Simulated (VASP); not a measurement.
# BaIr3 (Pm-3m) in VASP: a series of runs

The runs below take BaIr3 through single point, with PBE.

All numbers are computed with VASP 6.6.1; they aren't measurements. Logs are shortened: lines on timing, memory, paths and dates and some standing lists are left out, and cuts for length are marked.

## Step 1: The cell of the first run

Symmetry: Pm-3m, No. 221, cubic system. The conventional cell has a = 4.317 Å, b = 4.317 Å, c = 4.317 Å, α = 90.00°, β = 90.00°, γ = 90.00°. Ba (site symmetry m-3m) has 12 Ir at 3.05 Å within 4.0 Å. Within 4.0 Å of Ir (site symmetry 4/mmm) lie 4 Ba at 3.05 Å and 8 Ir at 3.05 Å.

## Step 2: Single point, PBE (volume scaled by 1.070)

INCAR

```
PREC = Accurate
ENCUT = 520
EDIFF = 1E-7
ISMEAR = 0
SIGMA = 0.05
LREAL = F
LASPH = T
NELM = 80
ALGO = Normal
ISIF = 2
LWAVE = F
LCHARG = F
GGA = PE
NBANDS = 26
```

KPOINTS

```
regular mesh
0
Gamma
  8 8 8
```

POSCAR

```
BaIr3
1.0
    4.3173796179      0.0000000000      0.0000000000
    0.0000000000      4.3173796179      0.0000000000
    0.0000000000      0.0000000000      4.3173796179
Ba Ir
1 3
Direct
    0.0000000000      0.0000000000      0.0000000000
    0.0000000000      0.5000000000      0.5000000000
    0.5000000000      0.5000000000      0.0000000000
    0.5000000000      0.0000000000      0.5000000000
```

Potentials or basis: VASP PAW PBE potentials, release 64 (Ba_sv, Ir).

On the command line:

```sh
$ cat potpaw_PBE.64/Ba_sv/POTCAR potpaw_PBE.64/Ir/POTCAR > POTCAR
$ mpirun -np 1 vasp_std > vasp.out
```

OUTCAR:

```text
PREC = Accurate
   ENCUT = 520
   EDIFF = 1E-7
   ISMEAR = 0
   LREAL = F
   LASPH = T
   NELM = 80
   ISIF = 2
   GGA = PE

 ion  position               nearest neighbor table
   1  0.000  0.000  0.000-   2 3.05   3 3.05   4 3.05   2 3.05   4 3.05   2 3.05   3 3.05   2 3.05
                             3 3.05   4 3.05   4 3.05   3 3.05
   2  0.000  0.500  0.500-   1 3.05   3 3.05   4 3.05   1 3.05   3 3.05   1 3.05   4 3.05   1 3.05
                             3 3.05   4 3.05   3 3.05   4 3.05
   3  0.500  0.500  0.000-   1 3.05   2 3.05   4 3.05   2 3.05   4 3.05   1 3.05   4 3.05   4 3.05
                             1 3.05   2 3.05   2 3.05   1 3.05
   4  0.500  0.000  0.500-   1 3.05   2 3.05   3 3.05   1 3.05   3 3.05   2 3.05   3 3.05   3 3.05
                             1 3.05   2 3.05   1 3.05   2 3.05

  LATTYP: Found a simple cubic cell.
 ALAT       =     4.3173796179

  Lattice vectors:

 A1 = (   4.3173796179,   0.0000000000,   0.0000000000)
 A2 = (   0.0000000000,   4.3173796179,   0.0000000000)
 A3 = (   0.0000000000,   0.0000000000,   4.3173796179)

Analysis of symmetry for initial positions (statically):
=====================================================================
 Subroutine PRICEL returns:
 Original cell was already a primitive cell.

 Routine SETGRP: Setting up the symmetry group for a
 simple cubic supercell.

 Subroutine GETGRP returns: Found 48 space group operations
 (whereof 48 operations were pure point group operations)
 out of a pool of 48 trial point group operations.

The static configuration has the point symmetry O_h .

Analysis of symmetry for dynamics (positions and initial velocities):
=====================================================================
 Subroutine PRICEL returns:
 Original cell was already a primitive cell.

 Routine SETGRP: Setting up the symmetry group for a
 simple cubic supercell.

 Subroutine GETGRP returns: Found 48 space group operations
 (whereof 48 operations were pure point group operations)
 out of a pool of 48 trial point group operations.

The dynamic configuration has the point symmetry O_h .

 Subroutine INISYM returns: Found 48 space group operations
 (whereof 48 operations are pure point group operations),
 and found     1 'primitive' translations

----------------------------------------------------------------------------------------

                                     Primitive cell

  volume of cell :      80.4749

  direct lattice vectors                    reciprocal lattice vectors
     4.317379618  0.000000000  0.000000000     0.231621976  0.000000000  0.000000000
     0.000000000  4.317379618  0.000000000     0.000000000  0.231621976  0.000000000
     0.000000000  0.000000000  4.317379618     0.000000000  0.000000000  0.231621976

  length of vectors
     4.317379618  4.317379618  4.317379618     0.231621976  0.231621976  0.231621976

  position of ions in fractional coordinates (direct lattice)
     0.000000000  0.000000000  0.000000000
     0.000000000  0.500000000  0.500000000
     0.500000000  0.500000000  0.000000000
     0.500000000  0.000000000  0.500000000

  ion indices of the primitive-cell ions
   primitive index   ion index
                 1           1
                 2           2
                 3           3
                 4           4

----------------------------------------------------------------------------------------

 KPOINTS: regular mesh

Automatic generation of k-mesh.
 Grid dimensions read from file:
 generate k-points for:    8    8    8

 Generating k-lattice:

  Cartesian coordinates                     Fractional coordinates (reciprocal lattice)
     0.028952747  0.000000000  0.000000000     0.125000000  0.000000000  0.000000000
     0.000000000  0.028952747  0.000000000     0.000000000  0.125000000  0.000000000
     0.000000000  0.000000000  0.028952747     0.000000000  0.000000000  0.125000000

  Length of vectors
     0.028952747  0.028952747  0.028952747

  Shift w.r.t. Gamma in fractional coordinates (k-lattice)
     0.000000000  0.000000000  0.000000000

 Subroutine IBZKPT returns following result:
 ===========================================

 Found     35 irreducible k-points:

 Following reciprocal coordinates:
            Coordinates               Weight
  0.000000  0.000000  0.000000      1.000000
  0.125000  0.000000  0.000000      6.000000
  0.250000  0.000000  0.000000      6.000000
  0.375000  0.000000  0.000000      6.000000
  0.500000  0.000000  0.000000      3.000000
  0.125000  0.125000  0.000000     12.000000
[... 16 lines left out ...]
  0.375000  0.375000  0.125000     24.000000
  0.500000  0.375000  0.125000     24.000000
 [... further k-points ...]
   k-points           NKPTS =     35   k-points in BZ     NKDIM =     35   number of bands    NBANDS=     26
   number of dos      NEDOS =    301   number of ions     NIONS =      4
   total plane-waves  NPLWV =  32768
   dimension x,y,z NGX =    32 NGY =   32 NGZ =   32
   dimension x,y,z NGXF=    64 NGYF=   64 NGZF=   64
   ions per type =               1   3
   NGX,Y,Z   is equivalent  to a cutoff of  12.32, 12.32, 12.32 a.u.
   NGXF,Y,Z  is equivalent  to a cutoff of  24.64, 24.64, 24.64 a.u.
 SYSTEM =  unknown system
   PREC   = accura    normal or accurate (medium, high low for compatibility)
   ISTART =      0    job   : 0-new  1-cont  2-samecut
   ICHARG =      2    charge: 1-file 2-atom 10-const
   ISPIN  =      1    spin polarized calculation?
   LNONCOLLINEAR =      F non collinear calculations
   LSORBIT =      F    spin-orbit coupling
   LASPH  =      T    aspherical Exc in radial PAW
   ENCUT  =  520.0 eV  38.22 Ry    6.18 a.u.   8.03  8.03  8.03*2*pi/ulx,y,z
   NELM   =     80;   NELMIN=  2; NELMDL= -5     # of ELM steps
   EDIFF  = 0.1E-06   stopping-criterion for ELM
   LREAL  =      F    real-space projection
   EDIFFG = 0.1E-05   stopping-criterion for IOM
   NSW    =      0    number of steps for IOM
   IBRION =     -1    ionic relax: 0-MD 1-quasi-New 2-CG
   NFREE  =      0    steps in history (QN), initial steepest desc. (CG)
   ISIF   =      2    stress and relaxation
   ISYM   =      2    0-nonsym 1-usesym 2-fastsym
   POTIM  = 0.5000    time-step for ionic-motion
   TEBEG  =    0.0;   TEEND  =   0.0 temperature during run
   PSTRESS=    0.0 pullay stress
   NELECT =      37.0000    total number of electrons
   NUPDOWN=      -1.0000    fix difference up-down
   EMIN   =  10.00;   EMAX   =-10.00  energy-range for DOS
   EFERMI =   0.00;   METHOD = LEGACY
   ISMEAR =     0;   SIGMA  =   0.05  broadening in eV -4-tet -1-fermi 0-gaus
   EFERMI_NEDOS =   21; number of points for ismear=-14 and -15
   IALGO  =     38    algorithm
   IMIX   =      4    mixing-type and parameters
     AMIX     =   0.40;   BMIX     =  1.00
     AMIX_MAG =   1.60;   BMIX_MAG =  1.00
  volume/ion in A,a.u.               =      20.12       135.77
  Fermi-wavevector in a.u.,A,eV,Ry     =   1.263539  2.387742 21.722105  1.596530
  Thomas-Fermi vector in A             =   2.396890
   LORBIT       =      0    0 simple, 1 ext, 2 COOP (PROOUT), +10 PAW based schemes
   GGA     = PE    functional components
   LHFCALC =     F    Hartree Fock is set to
   AEXX    =    0.0000 exact exchange contribution
   IVDW    =     0    specifies the selected vdW correction
   LEPSILON=     F    determine dielectric tensor
   LRPA    =     F    only Hartree local field effects (RPA)
 non-spin polarized calculation
 Gauss-broadening in eV      SIGMA  =   0.05
  energy-cutoff  :      520.00
  volume of cell :       80.47
 maximum number of plane-waves:      2216
   NGX = 17   NGY = 17   NGZ = 17

 number of electron      36.9999994 magnetization

 Free energy of the ion-electron system (eV)
  ---------------------------------------------------
  ext. energy  EPLUGINS =         0.00000000
  ---------------------------------------------------
  free energy    TOTEN  =       -24.75694804 eV

  energy without entropy =      -24.74964217  energy(sigma->0) =      -24.75329511

 E-fermi :   5.3206     XC(G=0): -11.9397

 val. band max:        5.3188424074   @ k =   0.2500   0.1250   0.0000
 cond. band min:       5.3295670090   @ k =   0.5000   0.2500   0.0000
 fundamental gap:      0.0107246016
 Fermi energy:         5.3205991023

 k-point     1 :       0.0000    0.0000    0.0000
  band No.  band energies     occupation
      1     -20.1902      2.00000
      2      -5.6244      2.00000
      3      -5.6244      2.00000
      4      -5.6244      2.00000
      5      -0.9914      2.00000
      6       1.1713      2.00000
[... 18 lines left out ...]
     25      10.1088      0.00000
     26      14.7373      0.00000

 k-point     2 :       0.1250    0.0000    0.0000
  band No.  band energies     occupation
      1     -20.1819      2.00000
      2      -5.7978      2.00000
      3      -5.6455      2.00000
      4      -5.6455      2.00000
      5      -0.7548      2.00000
      6       1.3131      2.00000
[... 18 lines left out ...]
     25      11.2449      0.00000
     26      13.4031      0.00000

 k-point     3 :       0.2500    0.0000    0.0000
  band No.  band energies     occupation
      1     -20.1615      2.00000
      2      -6.1651      2.00000
      3      -5.6955      2.00000
      4      -5.6955      2.00000
      5      -0.1601      2.00000
      6       1.7144      2.00000
[... 18 lines left out ...]
     25      11.9453      0.00000
     26      12.0585      0.00000

 k-point     4 :       0.3750    0.0000    0.0000
  band No.  band energies     occupation
      1     -20.1410      2.00000
      2      -6.4815      2.00000
      3      -5.7440      2.00000
      4      -5.7440      2.00000
      5       0.5972      2.00000
      6       2.1078      2.00000
[... 18 lines left out ...]
     25      11.0412      0.00000
     26      12.2953      0.00000
[... 496 lines left out ...]
      1     -20.1145      2.00000
      2      -6.4209      2.00000
      3      -6.0608      2.00000
      4      -5.8400      2.00000
      5       1.3750      2.00000
      6       2.1712      2.00000
[... 18 lines left out ...]
     25      10.7608      0.00000
     26      12.8969      0.00000

 k-point    23 :       0.3750    0.3750    0.1250
  band No.  band energies     occupation
      1     -20.1095      2.00000
      2      -6.3002      2.00000
      3      -6.1911      2.00000
      4      -5.8607      2.00000
      5       1.3366      2.00000
      6       2.0144      2.00000
[... 18 lines left out ...]
     25      10.3250      0.00000
     26      12.9472      0.00000

 k-point    24 :       0.5000    0.3750    0.1250
  band No.  band energies     occupation
      1     -20.1050      2.00000
      2      -6.3156      2.00000
      3      -6.2104      2.00000
      4      -5.8701      2.00000
      5       1.4938      2.00000
      6       2.0408      2.00000
[... 18 lines left out ...]
     25      10.3746      0.00000
     26      12.7848      0.00000

 [... further k-points ...]
[... 5 lines left out ...]
  --------------------------------------------------------------------------------------
  -------------------------------------------------------------------------------------
  Total       -2.5284577     -2.5284577     -2.5284577     -0.0000000     -0.0000000      0.0000000
  in kB      -50.3391127    -50.3391127    -50.3391127     -0.0000000     -0.0000000      0.0000000
  external PRESSURE =     -50.3391127 kB  Pullay stress =       0.0000000 kB

 VOLUME and BASIS-vectors are now :
 -----------------------------------------------------------------------------
  energy-cutoff  :      520.00
  volume of cell :       80.47
      direct lattice vectors                 reciprocal lattice vectors
     4.317379618  0.000000000  0.000000000     0.231621976  0.000000000  0.000000000
     0.000000000  4.317379618  0.000000000     0.000000000  0.231621976  0.000000000
     0.000000000  0.000000000  4.317379618     0.000000000  0.000000000  0.231621976

 POSITION                                       TOTAL-FORCE (eV/Angst)
 -----------------------------------------------------------------------------------
      0.00000      0.00000      0.00000         0.000000      0.000000      0.000000
      0.00000      2.15869      2.15869         0.000000      0.000000      0.000000
      2.15869      2.15869      0.00000         0.000000      0.000000      0.000000
      2.15869      0.00000      2.15869         0.000000      0.000000      0.000000
 -----------------------------------------------------------------------------------
    total drift:                                0.000000     -0.000000     -0.000000

  FREE ENERGIE OF THE ION-ELECTRON SYSTEM (eV)
  ---------------------------------------------------
  free  energy   TOTEN  =       -24.7569480437 eV

  energy  without entropy=      -24.7496421694  energy(sigma->0) =      -24.75329511
```

It took 22 s on 1 thread of Intel Xeon 6975P-C (Granite Rapids), shared host; peak memory 0.21 GiB.

Results:

```
Free energy : -24.7569 eV
Pressure    : -5.0 GPa
```

Caveat: spin-orbit coupling is left out, which moves the levels of the heavy elements.

[end of part 1 of 2]
